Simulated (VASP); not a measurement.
Here is a VASP 6.6.1 calculation.

File INCAR:

```
SYSTEM = Ge
ALGO = Normal
EDIFF = 1E-7
ENCUT = 520
GGA = RE
ISIF = 2
ISMEAR = -1
IVDW = 12
LASPH = .True.
LCHARG = .False.
LREAL = .False.
LWAVE = .False.
NBANDS = 13
NELM = 100
PREC = Accurate
SIGMA = 0.05
```

The input KPOINTS:

```
k-points
0
Gamma
  11 11 10
  0 0 0
```

File POSCAR:

```
Ge
1.0
    1.4035158553     -2.4316553089      0.0000000000
    1.4035158553      2.4316553089      0.0000000000
    0.0000000000      0.0000000000      2.6630830174
Ge
1
Direct
    0.5000000000      0.5000000000      0.0000000000
```

Potentials or basis: VASP PAW PBE potentials, release 64 (Ge_d).

Launch:

```sh
$ cat potpaw_PBE.64/Ge_d/POTCAR > POTCAR
$ mpirun -np 1 vasp_std > vasp.out
```

Predict the dispersion energy per atom.

-0.700 eV.

What does it give for the pressure?

0.0 GPa.

Caveat: the PAW data sets were made with another functional, which shifts forces and pressure a little; pairwise dispersion overbinds metals, which lowers pressure and volume.
